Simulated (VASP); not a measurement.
# GdIrF (P4/mmm) in VASP: notebook

GdIrF is run at these levels: PBE; tasks: single point, relaxation of cell and atoms.

Program: VASP 6.6.1. These are calculated values, not measurements. Logs are shortened: lines on timing, memory, paths and dates and some standing lists are left out, and cuts for length are marked.

### Step 1. The cell of the first run

Symmetry: P4/mmm, No. 123, tetragonal system. Conventional cell: a = 3.683 Å, b = 3.683 Å, c = 4.312 Å, α = 90.00°, β = 90.00°, γ = 90.00°. Gd (site symmetry 4/mmm) has 2 F at 2.16 Å within 2.9 Å. Ir (site symmetry 4/mmm) has 4 F at 2.60 Å and 8 Gd at 3.38 Å within 3.4 Å. F (site symmetry 4/mmm) has 2 Gd at 2.16 Å and 4 Ir at 2.60 Å within 2.9 Å.

The cell was generated, and may not be a known phase.

### Step 2. Single point, PBE, collinear spin, ferromagnetic start

Input file INCAR:

```
SYSTEM = GdIrF
PREC = Accurate
ENCUT = 520
EDIFF = 1E-6
ISMEAR = 0
SIGMA = 0.1
LREAL = .FALSE.
LASPH = .TRUE.
NELM = 150
ALGO = Normal
ISIF = 2
LWAVE = .FALSE.
LCHARG = .FALSE.
ISPIN = 2
MAGMOM = 7 1 0
LORBIT = 11
LMAXMIX = 6
GGA = PE
NBANDS = 28
```

Input file KPOINTS:

```
Automatic mesh
0
G
  4 4 4
  0 0 0
```

Input file POSCAR:

```
GdIrF
1.0
    3.6825633875      0.0000000000      0.0000000000
    0.0000000000      3.6825633875      0.0000000000
    0.0000000000      0.0000000000      4.3121282255
Gd Ir F
1 1 1
Direct
    0.5000000000      0.5000000000      0.5000000000
    0.0000000000      0.0000000000      0.0000000000
    0.5000000000      0.5000000000      0.0000000000
```

Potentials or basis: VASP PAW PBE potentials, release 64 (Gd, Ir, F).

Started as:

```sh
cat potpaw_PBE.64/Gd/POTCAR potpaw_PBE.64/Ir/POTCAR potpaw_PBE.64/F/POTCAR > POTCAR
mpirun -np 1 vasp_std > vasp.out
```

OUTCAR:

```text
SYSTEM = GdIrF
   PREC = Accurate
   ENCUT = 520
   EDIFF = 1E-6
   ISMEAR = 0
   LREAL = .FALSE.
   LASPH = .TRUE.
   NELM = 150
   ISIF = 2
   ISPIN = 2
   LORBIT = 11
   GGA = PE

 ion  position               nearest neighbor table
   1  0.500  0.500  0.500-   3 2.16   3 2.16   2 3.38   2 3.38   2 3.38   2 3.38   2 3.38   2 3.38
                             2 3.38   2 3.38
   2  0.000  0.000  0.000-   3 2.60   3 2.60   3 2.60   3 2.60   1 3.38   1 3.38   1 3.38   1 3.38
                             1 3.38   1 3.38   1 3.38   1 3.38
   3  0.500  0.500  0.000-   1 2.16   1 2.16   2 2.60   2 2.60   2 2.60   2 2.60

  LATTYP: Found a simple tetragonal cell.
 ALAT       =     3.6825633875
 C/A-ratio  =     1.1709583167

  Lattice vectors:

 A1 = (   3.6825633875,   0.0000000000,   0.0000000000)
 A2 = (   0.0000000000,   3.6825633875,   0.0000000000)
 A3 = (   0.0000000000,   0.0000000000,   4.3121282255)

Analysis of symmetry for initial positions (statically):
=====================================================================
 Subroutine PRICEL returns:
 Original cell was already a primitive cell.

 Routine SETGRP: Setting up the symmetry group for a
 simple tetragonal supercell.

 Subroutine GETGRP returns: Found 16 space group operations
 (whereof 16 operations were pure point group operations)
 out of a pool of 16 trial point group operations.

The static configuration has the point symmetry D_4h.

Analysis of symmetry for dynamics (positions and initial velocities):
=====================================================================
 Subroutine PRICEL returns:
 Original cell was already a primitive cell.

 Routine SETGRP: Setting up the symmetry group for a
 simple tetragonal supercell.

 Subroutine GETGRP returns: Found 16 space group operations
 (whereof 16 operations were pure point group operations)
 out of a pool of 16 trial point group operations.

The dynamic configuration has the point symmetry D_4h.

Analysis of structural, dynamic, and magnetic symmetry:
=====================================================================
 Subroutine PRICEL returns:
 Original cell was already a primitive cell.

 Routine SETGRP: Setting up the symmetry group for a
 simple tetragonal supercell.

 Subroutine GETGRP returns: Found 16 space group operations
 (whereof 16 operations were pure point group operations)
 out of a pool of 16 trial point group operations.

The overall configuration has the point symmetry D_4h.

 Subroutine INISYM returns: Found 16 space group operations
 (whereof 16 operations are pure point group operations),
 and found     1 'primitive' translations

----------------------------------------------------------------------------------------

                                     Primitive cell

  volume of cell :      58.4779

  direct lattice vectors                    reciprocal lattice vectors
     3.682563388  0.000000000  0.000000000     0.271549976  0.000000000  0.000000000
     0.000000000  3.682563388  0.000000000     0.000000000  0.271549976  0.000000000
     0.000000000  0.000000000  4.312128226     0.000000000  0.000000000  0.231904050

  length of vectors
     3.682563388  3.682563388  4.312128226     0.271549976  0.271549976  0.231904050

  position of ions in fractional coordinates (direct lattice)
     0.500000000  0.500000000  0.500000000
     0.000000000  0.000000000  0.000000000
     0.500000000  0.500000000  0.000000000

  ion indices of the primitive-cell ions
   primitive index   ion index
                 1           1
                 2           2
                 3           3

----------------------------------------------------------------------------------------

 KPOINTS: Automatic mesh

Automatic generation of k-mesh.
 Grid dimensions read from file:
 generate k-points for:    4    4    4

 Generating k-lattice:

  Cartesian coordinates                     Fractional coordinates (reciprocal lattice)
     0.067887494  0.000000000  0.000000000     0.250000000  0.000000000  0.000000000
     0.000000000  0.067887494  0.000000000     0.000000000  0.250000000  0.000000000
     0.000000000  0.000000000  0.057976013     0.000000000  0.000000000  0.250000000

  Length of vectors
     0.067887494  0.067887494  0.057976013

  Shift w.r.t. Gamma in fractional coordinates (k-lattice)
     0.000000000  0.000000000  0.000000000

 Subroutine IBZKPT returns following result:
 ===========================================

 Found     18 irreducible k-points:

 Following reciprocal coordinates:
            Coordinates               Weight
  0.000000  0.000000  0.000000      1.000000
  0.250000  0.000000  0.000000      4.000000
  0.500000  0.000000  0.000000      2.000000
  0.250000  0.250000  0.000000      4.000000
  0.500000  0.250000  0.000000      4.000000
  0.500000  0.500000  0.000000      1.000000
[... 10 lines left out ...]
  0.500000  0.250000  0.500000      4.000000
  0.500000  0.500000  0.500000      1.000000
   k-points           NKPTS =     18   k-points in BZ     NKDIM =     18   number of bands    NBANDS=     28
   number of dos      NEDOS =    301   number of ions     NIONS =      3
   total plane-waves  NPLWV =  25088
   dimension x,y,z NGX =    28 NGY =   28 NGZ =   32
   dimension x,y,z NGXF=    56 NGYF=   56 NGZF=   64
   ions per type =               1   1   1
   NGX,Y,Z   is equivalent  to a cutoff of  12.64, 12.64, 12.34 a.u.
   NGXF,Y,Z  is equivalent  to a cutoff of  25.28, 25.28, 24.67 a.u.
 SYSTEM =  GdIrF
   PREC   = accura    normal or accurate (medium, high low for compatibility)
   ISTART =      0    job   : 0-new  1-cont  2-samecut
   ICHARG =      2    charge: 1-file 2-atom 10-const
   ISPIN  =      2    spin polarized calculation?
   LNONCOLLINEAR =      F non collinear calculations
   LSORBIT =      F    spin-orbit coupling
   LASPH  =      T    aspherical Exc in radial PAW
   ENCUT  =  520.0 eV  38.22 Ry    6.18 a.u.   6.85  6.85  8.02*2*pi/ulx,y,z
   NELM   =    150;   NELMIN=  2; NELMDL= -5     # of ELM steps
   EDIFF  = 0.1E-05   stopping-criterion for ELM
   LREAL  =      F    real-space projection
   EDIFFG = 0.1E-04   stopping-criterion for IOM
   NSW    =      0    number of steps for IOM
   IBRION =     -1    ionic relax: 0-MD 1-quasi-New 2-CG
   NFREE  =      0    steps in history (QN), initial steepest desc. (CG)
   ISIF   =      2    stress and relaxation
   ISYM   =      2    0-nonsym 1-usesym 2-fastsym
   POTIM  = 0.5000    time-step for ionic-motion
   TEBEG  =    0.0;   TEEND  =   0.0 temperature during run
   PSTRESS=    0.0 pullay stress
   NELECT =      34.0000    total number of electrons
   NUPDOWN=      -1.0000    fix difference up-down
   EMIN   =  10.00;   EMAX   =-10.00  energy-range for DOS
   EFERMI =   0.00;   METHOD = LEGACY
   ISMEAR =     0;   SIGMA  =   0.10  broadening in eV -4-tet -1-fermi 0-gaus
   EFERMI_NEDOS =   21; number of points for ismear=-14 and -15
   IALGO  =     38    algorithm
   IMIX   =      4    mixing-type and parameters
     AMIX     =   0.40;   BMIX     =  1.00
     AMIX_MAG =   1.60;   BMIX_MAG =  1.00
  volume/ion in A,a.u.               =      19.49       131.54
  Fermi-wavevector in a.u.,A,eV,Ry     =   1.366377  2.582077 25.401875  1.866985
  Thomas-Fermi vector in A             =   2.492523
   LORBIT       =     11    0 simple, 1 ext, 2 COOP (PROOUT), +10 PAW based schemes
   GGA     = PE    functional components
   LHFCALC =     F    Hartree Fock is set to
   AEXX    =    0.0000 exact exchange contribution
   IVDW    =     0    specifies the selected vdW correction
   LEPSILON=     F    determine dielectric tensor
   LRPA    =     F    only Hartree local field effects (RPA)
 spin polarized calculation
 Gauss-broadening in eV      SIGMA  =   0.10
  energy-cutoff  :      520.00
  volume of cell :       58.48
 maximum number of plane-waves:      1600
 NGX is ok and might be reduce to    28
   NGX = 13   NGY = 13   NGZ = 17

 number of electron      33.9999989 magnetization       7.2482739

 Free energy of the ion-electron system (eV)
  ---------------------------------------------------
  ext. energy  EPLUGINS =         0.00000000
  ---------------------------------------------------
  free energy    TOTEN  =       -24.13842468 eV

  energy without entropy =      -24.12602332  energy(sigma->0) =      -24.13222400

 E-fermi :   4.1510     XC(G=0): -10.9182

 val. band max:        4.1385748252   @ k =   0.2500   0.2500   0.0000
 cond. band min:       4.1925680926   @ k =   0.2500   0.2500   0.2500
 fundamental gap:      0.0539932674
 Fermi energy:         4.1510225209

 spin component 1

 k-point     1 :       0.0000    0.0000    0.0000
  band No.  band energies     occupation
      1     -41.1539      1.00000
      2     -21.5938      1.00000
      3     -18.8471      1.00000
      4     -18.3814      1.00000
      5     -18.3814      1.00000
      6      -2.8286      1.00000
[... 20 lines left out ...]
     27       8.6592      0.00000
[... 504 lines left out ...]
      5     -17.0356      1.00000
      6      -4.3175      1.00000
[... 20 lines left out ...]
     27      10.9340      0.00000
     28      11.3196      0.00000
 Fermi energy:         4.1510225209

 spin component 2

 k-point     1 :       0.0000    0.0000    0.0000
  band No.  band energies     occupation
      1     -38.0543      1.00000
      2     -21.4984      1.00000
      3     -16.8065      1.00000
      4     -16.1829      1.00000
      5     -16.1829      1.00000
      6      -2.6343      1.00000
[... 20 lines left out ...]
     27       9.7440      0.00000
[... 505 lines left out ...]
      6      -4.1531      1.00000
[... 20 lines left out ...]
     27      11.5436      0.00000
     28      12.5052      0.00000

------------------------ aborting loop because EDIFF is reached ----------------------------------------

  FORCE on cell =-STRESS in cart. coord.  units (eV):
  Direction    XX          YY          ZZ          XY          YZ          ZX
  --------------------------------------------------------------------------------------
  -------------------------------------------------------------------------------------
  Total       -0.1405282     -0.1405282      0.0513869      0.0000000      0.0000000      0.0000000
  in kB       -3.8501889     -3.8501889      1.4078973      0.0000000      0.0000000      0.0000000
  external PRESSURE =      -2.0974935 kB  Pullay stress =       0.0000000 kB

 VOLUME and BASIS-vectors are now :
 -----------------------------------------------------------------------------
  energy-cutoff  :      520.00
  volume of cell :       58.48
      direct lattice vectors                 reciprocal lattice vectors
     3.682563388  0.000000000  0.000000000     0.271549976  0.000000000  0.000000000
     0.000000000  3.682563388  0.000000000     0.000000000  0.271549976  0.000000000
     0.000000000  0.000000000  4.312128226     0.000000000  0.000000000  0.231904050

 POSITION                                       TOTAL-FORCE (eV/Angst)
 -----------------------------------------------------------------------------------
      1.84128      1.84128      2.15606         0.000000      0.000000      0.000000
      0.00000      0.00000      0.00000         0.000000      0.000000      0.000000
      1.84128      1.84128      0.00000         0.000000      0.000000      0.000000
 -----------------------------------------------------------------------------------
    total drift:                                0.000000      0.000000      0.000000

  FREE ENERGIE OF THE ION-ELECTRON SYSTEM (eV)
  ---------------------------------------------------
  free  energy   TOTEN  =       -24.1384246774 eV

  energy  without entropy=      -24.1260233192  energy(sigma->0) =      -24.13222400

 total charge

# of ion       s       p       d       f       tot
--------------------------------------------------
    1        2.040   5.631   0.431   7.058  15.160
    2        0.539   0.156   7.126   0.000   7.821
    3        1.767   4.326   0.000   0.000   6.094
--------------------------------------------------
tot          4.346  10.113   7.557   7.058  29.075

 magnetization (x)

# of ion       s       p       d       f       tot
--------------------------------------------------
    1       -0.003  -0.079   0.060   6.785   6.763
    2       -0.003   0.007   0.171   0.000   0.176
    3        0.001   0.036   0.000   0.000   0.037
--------------------------------------------------
tot         -0.005  -0.035   0.231   6.785   6.976
```

It took 64 s on 1 thread of Intel Xeon 6975P-C (Granite Rapids), shared host; peak memory 0.23 GiB.

Results:

```
Free energy                                           : -24.1384 eV
Pressure                                              : -0.2 GPa
Net moment                                            : 7.25 μB per cell
Site moments                                          : Gd +6.76; Ir +0.18; F +0.04 μB
Valence electrons inside the program's atomic spheres : Gd 15.16; Ir 7.82; F 6.09
```

Caveat: the k points lie up to 0.43 Å⁻¹ apart; spin-orbit coupling is left out, which moves the levels of the heavy elements; a cell with one magnetic atom can't hold antiferromagnetic order, which such compounds often take; semilocal functionals describe open f shells poorly, which spoils levels, moments and volumes.

### Step 3. Single point, PBE, collinear spin, ferromagnetic start

This run uses another cell than the first one, of 21.19 Å³/atom.

Input file INCAR:

```
ALGO = Normal
EDIFF = 1E-6
ENCUT = 520
GGA = PE
ISIF = 2
ISMEAR = 0
ISPIN = 2
LASPH = True
LCHARG = True
LELF = True
LMAXMIX = 6
LORBIT = 11
LREAL = False
LVHAR = True
LWAVE = False
MAGMOM = 7 1 0
NBANDS = 28
NELM = 150
PREC = Accurate
SIGMA = 0.1
```

Input file KPOINTS:

```
k-points
0
Gamma
  4 4 4
```

Input file POSCAR:

```
GdIrF
1.0
    3.8040734500      0.0000000000      0.0000000000
    0.0000000000      3.8040734500      0.0000000000
    0.0000000000      0.0000000000      4.3923126700
Gd Ir F
1 1 1
Direct
    0.5000000000      0.5000000000      0.5000000000
    0.0000000000      0.0000000000      0.0000000000
    0.5000000000      0.5000000000      0.0000000000
```

Potentials or basis: VASP PAW PBE potentials, release 64 (Gd, Ir, F).

Started as:

```sh
cat potpaw_PBE.64/Gd/POTCAR potpaw_PBE.64/Ir/POTCAR potpaw_PBE.64/F/POTCAR > POTCAR
mpirun -np 1 vasp_std > vasp.out
```

OUTCAR:

```text
EDIFF = 1E-6
   ENCUT = 520
   GGA = PE
   ISIF = 2
   ISMEAR = 0
   ISPIN = 2
   LASPH = True
   LORBIT = 11
   LREAL = False
   NELM = 150
   PREC = Accurate

 ion  position               nearest neighbor table
   1  0.500  0.500  0.500-   3 2.20   3 2.20   2 3.47   2 3.47   2 3.47   2 3.47   2 3.47   2 3.47
                             2 3.47   2 3.47
   2  0.000  0.000  0.000-   1 3.47   1 3.47   1 3.47   1 3.47   1 3.47   1 3.47   1 3.47   1 3.47

   3  0.500  0.500  0.000-   1 2.20   1 2.20

  LATTYP: Found a simple tetragonal cell.
 ALAT       =     3.8040734500
 C/A-ratio  =     1.1546340332

  Lattice vectors:

 A1 = (   3.8040734500,   0.0000000000,   0.0000000000)
 A2 = (   0.0000000000,   3.8040734500,   0.0000000000)
 A3 = (   0.0000000000,   0.0000000000,   4.3923126700)

[... 759 lines left out ...]
      5     -17.0259      1.00000
      6      -2.8189      1.00000
[... 547 lines left out ...]
     27      10.2506      0.00000
     28      11.0190      0.00000

------------------------ aborting loop because EDIFF is reached ----------------------------------------

  FORCE on cell =-STRESS in cart. coord.  units (eV):
  Direction    XX          YY          ZZ          XY          YZ          ZX
  --------------------------------------------------------------------------------------
  -------------------------------------------------------------------------------------
  Total       -1.4506343     -1.4506343     -2.9601860      0.0000000      0.0000000      0.0000000
  in kB      -36.5660027    -36.5660027    -74.6171311      0.0000000      0.0000000      0.0000000
  external PRESSURE =     -49.2497121 kB  Pullay stress =       0.0000000 kB

 VOLUME and BASIS-vectors are now :
 -----------------------------------------------------------------------------
  energy-cutoff  :      520.00
  volume of cell :       63.56
      direct lattice vectors                 reciprocal lattice vectors
     3.804073450  0.000000000  0.000000000     0.262876102  0.000000000  0.000000000
     0.000000000  3.804073450  0.000000000     0.000000000  0.262876102  0.000000000
     0.000000000  0.000000000  4.392312670     0.000000000  0.000000000  0.227670495

 POSITION                                       TOTAL-FORCE (eV/Angst)
 -----------------------------------------------------------------------------------
      1.90204      1.90204      2.19616         0.000000      0.000000      0.000000
      0.00000      0.00000      0.00000         0.000000      0.000000      0.000000
      1.90204      1.90204      0.00000         0.000000      0.000000      0.000000
 -----------------------------------------------------------------------------------
    total drift:                                0.000000      0.000000      0.000000

  FREE ENERGIE OF THE ION-ELECTRON SYSTEM (eV)
  ---------------------------------------------------
  free  energy   TOTEN  =       -24.0509483309 eV

  energy  without entropy=      -24.0374324994  energy(sigma->0) =      -24.04419042

 total charge

# of ion       s       p       d       f       tot
--------------------------------------------------
    1        2.035   5.623   0.392   7.068  15.119
    2        0.532   0.130   7.081   0.000   7.743
    3        1.762   4.319   0.000   0.000   6.081
--------------------------------------------------
tot          4.329  10.072   7.474   7.068  28.943

 magnetization (x)

# of ion       s       p       d       f       tot
--------------------------------------------------
    1       -0.004  -0.081   0.053   6.777   6.746
    2        0.000   0.006   0.343   0.000   0.350
    3        0.001   0.047   0.000   0.000   0.048
--------------------------------------------------
tot         -0.003  -0.027   0.396   6.777   7.143
```

Run time: 95 s. Hardware: 1 thread of Intel Xeon 6975P-C (Granite Rapids), shared host; peak memory 0.25 GiB.

What came out:

```
Free energy                                           : -24.0509 eV
Pressure                                              : -4.9 GPa
Net moment                                            : 7.41 μB per cell
Site moments                                          : Gd +6.75; Ir +0.35; F +0.05 μB
Valence electrons inside the program's atomic spheres : Gd 15.12; Ir 7.74; F 6.08
```

Levels at points of the mesh, in eV from the Fermi level:
Spin up:
```csv
k point,band 17,band 18,band 19,band 20,band 21,band 22,band 23,band 24,band 25,band 26
"(0.00, 0.00, 0.00)",-2.30,-1.43,-1.03,-1.03,-0.91,1.20,3.46,3.93,3.93,4.22
"(0.50, 0.00, 0.00)",-1.09,-1.04,-0.91,-0.68,-0.11,0.68,0.80,2.08,3.35,4.31
"(0.50, 0.50, 0.00)",-1.92,-1.92,-1.18,-0.14,0.07,2.91,2.91,3.48,3.48,5.03
"(0.00, 0.00, 0.50)",-2.22,-1.79,-0.89,-0.89,-0.78,-0.61,0.34,3.93,3.94,3.94
"(0.50, 0.00, 0.50)",-1.27,-1.15,-0.67,-0.14,0.65,0.88,1.78,2.93,3.53,4.65
"(0.50, 0.50, 0.50)",-1.58,-1.06,-0.72,-0.49,-0.13,0.99,1.95,1.95,5.07,6.31
```
Spin down:
| k point | band 10 | band 11 | band 12 | band 13 | band 14 | band 15 | band 16 | band 17 |
| --- | --- | --- | --- | --- | --- | --- | --- | --- |
| (0.00, 0.00, 0.00) | -2.07 | -1.21 | -0.86 | -0.86 | -0.45 | 0.51 | 0.51 | 0.51 |
| (0.50, 0.00, 0.00) | -1.14 | -0.76 | -0.71 | -0.60 | 0.30 | 0.50 | 0.61 | 0.63 |
| (0.50, 0.50, 0.00) | -1.72 | -1.72 | -0.75 | 0.08 | 0.38 | 0.49 | 0.50 | 0.50 |
| (0.00, 0.00, 0.50) | -2.07 | -1.72 | -0.84 | -0.84 | -0.51 | -0.45 | 0.59 | 0.59 |
| (0.50, 0.00, 0.50) | -1.08 | -0.98 | -0.50 | 0.29 | 0.40 | 0.44 | 0.53 | 0.57 |
| (0.50, 0.50, 0.50) | -1.40 | -0.66 | -0.49 | -0.29 | 0.09 | 0.25 | 0.50 | 0.50 |

Caveat: the k points lie up to 0.41 Å⁻¹ apart; spin-orbit coupling is left out, which moves the levels of the heavy elements; a cell with one magnetic atom can't hold antiferromagnetic order, which such compounds often take; semilocal functionals describe open f shells poorly, which spoils levels, moments and volumes.

(Part 1 of 3 ends here.)
